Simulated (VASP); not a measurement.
# InSb5 (P6/mmm) in VASP: a series of runs, part 3 of 3

VASP 6.6.1. Earlier steps stand in the parts before.

### Step 5. Relaxation of cell and atoms, PBE

This run uses another cell than the first one, of 36.17 Å³/atom.

INCAR

```
SYSTEM = InSb5
  PREC = Accurate
  ENCUT = 600
  EDIFF = 1E-6
  ISMEAR = 0
  SIGMA = 0.1
  LREAL = .FALSE.
  LASPH = .TRUE.
  NELM = 80
  ALGO = Normal
  ISIF = 3
  LWAVE = .FALSE.
  LCHARG = .FALSE.
  GGA = PE
  IBRION = 2
  NSW = 90
  EDIFFG = -0.04
```

KPOINTS

```
Automatic mesh
0
G
  6 6 2
  0 0 0
```

POSCAR

```
InSb5
1.0
    5.0893484800      0.0000000000      0.0000000000
   -2.5446742400      4.4075050700      0.0000000000
    0.0000000000      0.0000000000      9.6744069800
In Sb
1 5
Direct
    0.0000000000      0.0000000000      0.0000000000
    0.5000000000      0.0000000000      0.5000000000
    0.0000000000      0.5000000000      0.5000000000
    0.5000000000      0.5000000000      0.5000000000
    0.0000000000      0.0000000000      0.6795923100
    0.0000000000      0.0000000000      0.3204076900
```

Potentials or basis: VASP PAW PBE potentials, release 64 (In_d, Sb).

On the command line:

```bash
cat potpaw_PBE.64/In_d/POTCAR potpaw_PBE.64/Sb/POTCAR > POTCAR
mpirun -np 1 vasp_std > vasp.out
```

OUTCAR:

```text
SYSTEM = InSb5
   PREC = Accurate
   ENCUT = 600
   EDIFF = 1E-6
   ISMEAR = 0
   LREAL = .FALSE.
   LASPH = .TRUE.
   NELM = 80
   ISIF = 3
   GGA = PE
   IBRION = 2
   NSW = 90
   EDIFFG = -0.04

 ion  position               nearest neighbor table
   1  0.000  0.000  0.000-   5 3.10   6 3.10
   2  0.500  0.000  0.500-   3 2.54   4 2.54   4 2.54   3 2.54   5 3.08   5 3.08   6 3.08   6 3.08

   3  0.000  0.500  0.500-   2 2.54   2 2.54   4 2.54   4 2.54   5 3.08   6 3.08   5 3.08   6 3.08

   4  0.500  0.500  0.500-   2 2.54   2 2.54   3 2.54   3 2.54   5 3.08   6 3.08   5 3.08   6 3.08

   5  0.000  0.000  0.680-   3 3.08   4 3.08   3 3.08   4 3.08   2 3.08   2 3.08   1 3.10   6 3.47

   6  0.000  0.000  0.320-   3 3.08   4 3.08   3 3.08   4 3.08   2 3.08   2 3.08   1 3.10   5 3.47

  LATTYP: Found a hexagonal cell.
 ALAT       =     5.0893484800
 C/A-ratio  =     1.9009126646

  Lattice vectors:

 A1 = (   5.0893484800,   0.0000000000,   0.0000000000)
[... 294 lines left out ...]
[... ionic steps 4 to 11 ...]

--------------------------------------- Ionic step       12  -------------------------------------------

 number of electron      38.0000004 magnetization

------------------------ aborting loop because EDIFF is reached ----------------------------------------
[... 75 lines left out ...]
--------------------------------------- Ionic step       14  -------------------------------------------

 number of electron      38.0000000 magnetization

 Free energy of the ion-electron system (eV)
  ---------------------------------------------------
  ext. energy  EPLUGINS =         0.00000000
  ---------------------------------------------------
  free energy    TOTEN  =       -20.01918343 eV

  energy without entropy =      -20.00585395  energy(sigma->0) =      -20.01251869

 E-fermi :   2.6925     XC(G=0):  -6.7465

 val. band max:        2.6601904077   @ k =   0.5000   0.0000   0.0000
 cond. band min:       2.7914724688   @ k =   0.0000   0.0000   0.5000
 fundamental gap:      0.1312820611
 Fermi energy:         2.6924553747

 k-point     1 :       0.0000    0.0000    0.0000
  band No.  band energies     occupation
      1     -12.5991      2.00000
      2     -12.5991      2.00000
      3     -12.4535      2.00000
      4     -12.4535      2.00000
      5     -12.4345      2.00000
      6      -9.4215      2.00000
[... 386 lines left out ...]
  FREE ENERGIE OF THE ION-ELECTRON SYSTEM (eV)
  ---------------------------------------------------
  free  energy   TOTEN  =       -20.0191834303 eV

  energy  without entropy=      -20.0058539495  energy(sigma->0) =      -20.01251869

 reached required accuracy - stopping structural energy minimisation
```

OSZICAR:

```text
N       E                     dE             d eps       ncg     rms          rms(c)
DAV:   1     0.313345490628E+03    0.31335E+03   -0.15328E+04   644   0.156E+03
DAV:   2     0.187047046124E+02   -0.29464E+03   -0.28955E+03   736   0.327E+02
DAV:   3    -0.123754335421E+02   -0.31080E+02   -0.30654E+02   843   0.111E+02
[... 152 lines left out ...]
DAV:   3    -0.200192404763E+02    0.57070E-03   -0.18955E-03   874   0.405E-01    0.427E-02
DAV:   4    -0.200192060443E+02    0.34432E-04   -0.44218E-05   858   0.442E-02    0.225E-02
DAV:   5    -0.200191848167E+02    0.21228E-04   -0.18038E-05   658   0.217E-02    0.614E-03
DAV:   6    -0.200191830734E+02    0.17433E-05   -0.21094E-06   486   0.886E-03    0.244E-03
DAV:   7    -0.200191834303E+02   -0.35692E-06   -0.52448E-07   385   0.514E-03
  14 F= -.20019183E+02 E0= -.20012519E+02  d E =-.684902E-02
```

Wall time 27 min (1 thread of Intel Xeon 8259CL, shared host); peak memory 0.45 GiB.

Results:

```
Free energy                           : -20.0192 eV
Relaxed volume                        : 51.36 Å³/atom
Relaxed cell                          : a = 6.153 Å, b = 6.153 Å, c = 9.399 Å, α = 90.00°, β = 90.00°, γ = 120.00°
Space group after relaxing (to 0.1 Å) : P6/mmm (No. 191)
Energy gained by relaxing             : 1138.3 meV/atom
Ionic steps                           : 14
Pressure after relaxing               : 0.0 GPa
Largest force after relaxing          : 0.004 eV/Å
Band gap on the k mesh                : zero (bands 19 and 20 overlap by 0.44 eV)
```

Forces on the atoms (eV/Å):
```
In   0.000  0.000  0.000
Sb   0.000  0.000  0.000
Sb   0.000  0.000  0.000
Sb   0.000  0.000  0.000
Sb   0.000  0.000  0.004
Sb   0.000  0.000 -0.004
```

Stress tensor (GPa, compression positive):
```
-0.05  0.00  0.00
 0.00 -0.05  0.00
 0.00  0.00  0.04
```

Step by step:
```csv
step,energy change (eV),largest force (eV/Å),pressure (GPa),volume (Å³)
1,0.0000,1.7105,22.88,217.01
2,-4.5664,0.7275,-3.99,414.15
3,-6.4462,0.6328,-0.60,312.87
4,-6.4454,0.6442,-0.77,314.99
5,-6.6139,0.6409,-0.44,307.36
6,-6.6697,0.6133,-0.05,300.94
7,-6.6702,0.6057,0.01,300.01
8,-6.7163,0.6028,0.20,298.75
9,-6.7914,0.0261,0.96,294.98
10,-6.8139,0.0807,0.65,299.75
11,-6.8225,0.2252,0.30,306.10
12,-6.8227,0.2065,0.33,305.32
13,-6.8282,0.0926,0.14,306.87
14,-6.8295,0.0036,-0.02,308.16
```

Final structure:
```
In Sb
1.0
     6.15311    0.00000    0.00000
    -3.07655    5.32875    0.00000
     0.00000    0.00000    9.39854
In Sb
1 5
Cartesian
  0.0000 0.0000 0.0000
  3.0766 0.0000 4.6993
  -1.5383 2.6644 4.6993
  1.5383 2.6644 4.6993
  0.0000 0.0000 6.1941
  0.0000 0.0000 3.2045
```

Levels at points of the mesh, in eV from the Fermi level:
| k point | band 15 | band 16 | band 17 | band 18 | band 19 | band 20 | band 21 | band 22 | band 23 |
| --- | --- | --- | --- | --- | --- | --- | --- | --- | --- |
| (0.00, 0.00, 0.00) | -2.30 | -1.34 | -0.68 | -0.68 | -0.12 | 0.10 | 0.10 | 0.81 | 0.81 |
| (0.50, 0.00, 0.00) | -1.57 | -1.28 | -1.25 | -1.19 | -0.79 | -0.07 | -0.03 | 0.74 | 0.84 |
| (0.00, 0.00, 0.50) | -3.11 | -2.11 | -0.84 | -0.84 | 0.10 | 0.10 | 1.69 | 1.69 | 1.73 |
| (0.50, 0.00, 0.50) | -2.33 | -1.65 | -1.15 | -1.03 | -0.79 | 0.22 | 0.39 | 0.58 | 1.13 |

Caveat: the volume moved by over 15 % at a fixed basis, so the end points are rough; semilocal functionals underestimate gaps, so a narrow gap can read as zero; spin-orbit coupling is left out, which moves the levels of the heavy elements.

### Step 6. Relaxation of cell and atoms, PBE

INCAR

```
SYSTEM = InSb5
ALGO = Normal
EDIFF = 1E-7
EDIFFG = -0.01
ENCUT = 600
GGA = PE
IBRION = 2
ISIF = 3
ISMEAR = 0
LASPH = .TRUE.
LCHARG = .FALSE.
LREAL = .FALSE.
LWAVE = .FALSE.
NELM = 80
NSW = 100
PREC = Accurate
SIGMA = 0.1
```

KPOINTS

```
k-points
0
G
  6 6 4
  0 0 0
```

POSCAR

```
InSb5
1.0
    6.1473765506      0.0000000000      0.0000000000
   -3.0736882753      5.3237842595      0.0000000000
    0.0000000000      0.0000000000      9.4245084278
In Sb
1 5
Direct
    0.0000000000      0.0000000000      0.0000000000
    0.5000000000      0.0000000000      0.5000000000
    0.0000000000      0.5000000000      0.5000000000
    0.5000000000      0.5000000000      0.5000000000
    0.0000000000      0.0000000000      0.6594847774
    0.0000000000      0.0000000000      0.3405152226
```

Potentials or basis: VASP PAW PBE potentials, release 64 (In_d, Sb).

On the command line:

```bash
cat potpaw_PBE.64/In_d/POTCAR potpaw_PBE.64/Sb/POTCAR > POTCAR
mpirun -np 1 vasp_std > vasp.out
```

Run time: 33 min. Hardware: 1 thread of Intel Xeon 8259CL, shared host; peak memory 0.62 GiB.

It converged, with:

```yaml
Free_energy: -20.1115 eV
Relaxed_volume: 50.53 Å³/atom
Relaxed_cell: a = 6.185 Å, b = 6.185 Å, c = 9.151 Å, α = 90.00°, β = 90.00°, γ = 120.00°
Space_group_after_relaxing_to_0.1_Å: P6/mmm (No. 191)
Energy_gained_by_relaxing: 5.7 meV/atom
Ionic_steps: 9
Pressure_after_relaxing: 0.0 GPa
Band_gap_on_the_k_mesh: zero (bands 19 and 20 overlap by 0.42 eV)
```

The path:
| step | energy change (eV) | largest force (eV/Å) | pressure (GPa) | volume (Å³) |
| --- | --- | --- | --- | --- |
| 1 | 0.0000 | 0.0456 | -0.17 | 308.44 |
| 2 | -0.0281 | 0.0532 | -0.07 | 305.97 |
| 3 | -0.0324 | 0.1082 | -0.01 | 304.65 |
| 4 | -0.0324 | 0.1119 | 0.00 | 304.56 |
| 5 | -0.0335 | 0.0683 | -0.03 | 304.46 |
| 6 | -0.0341 | 0.0119 | -0.09 | 304.28 |
| 7 | -0.0341 | 0.0022 | -0.08 | 304.31 |
| 8 | -0.0344 | 0.0006 | 0.04 | 302.69 |
| 9 | -0.0344 | 0.0011 | 0.00 | 303.18 |

Final structure:
```cif
data_structure
_symmetry_space_group_name_H-M 'P 1'
_symmetry_Int_Tables_number 1
_cell_length_a 6.1852
_cell_length_b 6.1852
_cell_length_c 9.1509
_cell_angle_alpha 90.000
_cell_angle_beta 90.000
_cell_angle_gamma 120.000
_cell_volume 303.18
loop_
_atom_site_label
_atom_site_type_symbol
_atom_site_fract_x
_atom_site_fract_y
_atom_site_fract_z
_atom_site_occupancy
In1 In 0.00000 0.00000 0.00000 1
Sb1 Sb 0.50000 0.00000 0.50000 1
Sb2 Sb 0.00000 0.50000 0.50000 1
Sb3 Sb 0.50000 0.50000 0.50000 1
Sb4 Sb 0.00000 0.00000 0.66106 1
Sb5 Sb 0.00000 0.00000 0.33894 1
```

Levels at points of the mesh, in eV from the Fermi level:
| k point | band 17 | band 18 | band 19 | band 20 | band 21 | band 22 |
| --- | --- | --- | --- | --- | --- | --- |
| (0.00, 0.00, 0.00) | -0.78 | -0.78 | -0.20 | 0.05 | 0.05 | 0.62 |
| (0.50, 0.00, 0.00) | -1.25 | -1.22 | -0.86 | -0.16 | -0.12 | 0.61 |
| (0.00, 0.00, 0.50) | -0.99 | -0.99 | 0.04 | 0.04 | 1.58 | 1.58 |
| (0.50, 0.00, 0.50) | -1.27 | -1.07 | -0.86 | 0.12 | 0.31 | 0.46 |

Caveat: semilocal functionals underestimate gaps, so a narrow gap can read as zero; spin-orbit coupling is left out, which moves the levels of the heavy elements.

### Step 7. Overview

| task | cell | k mesh | cutoff (eV) | gap on the mesh (eV) | pressure (GPa) | relaxed volume (Å³/atom) | largest force (eV/Å) |
| --- | --- | --- | --- | --- | --- | --- | --- |
| single point | a = 6.147, b = 6.147, c = 9.425 Å, angles 90.0, 90.0, 120.0°, 6 atoms, atomic positions A | 6 × 6 × 2 | 520 | none | 0.0 | - | 0.03 |
| single point | a = 5.089, b = 5.089, c = 9.674 Å, angles 90.0, 90.0, 120.0°, 6 atoms, atomic positions B | 6 × 6 × 2 | 520 | none | 22.9 | - | 1.71 |
| single point | a = 6.193, b = 6.193, c = 9.148 Å, angles 90.0, 90.0, 120.0°, 6 atoms, atomic positions C | 6 × 6 × 4 | 520 | none | -0.1 | - | - |
| relaxation of cell and atoms | relaxed from a = 5.089, b = 5.089, c = 9.674 Å, angles 90.0, 90.0, 120.0°, 6 atoms, atomic positions B | 6 × 6 × 2 | 600 | none | 0.0 | 51.36 | - |
| relaxation of cell and atoms | relaxed from a = 6.147, b = 6.147, c = 9.425 Å, angles 90.0, 90.0, 120.0°, 6 atoms, atomic positions A | 6 × 6 × 4 | 600 | none | 0.0 | 50.53 | - |

Alike in all rows: level PBE; potentials or basis VASP PAW PBE potentials, release 64 (In_d, Sb); no spin polarisation; smearing gaussian 0.1 eV.

Caveats: semilocal functionals underestimate gaps, so a narrow gap can read as zero; spin-orbit coupling is left out, which moves the levels of the heavy elements; the cell stands under pressure (at least some runs); forces of over 1 eV/Å act on the atoms, so gaps and moduli don't describe the material at rest (at least some runs); the volume moved by over 15 % at a fixed basis, so the end points are rough (at least some runs).

Total energies depend on the potentials used, so only differences within one code and one set of settings carry meaning.
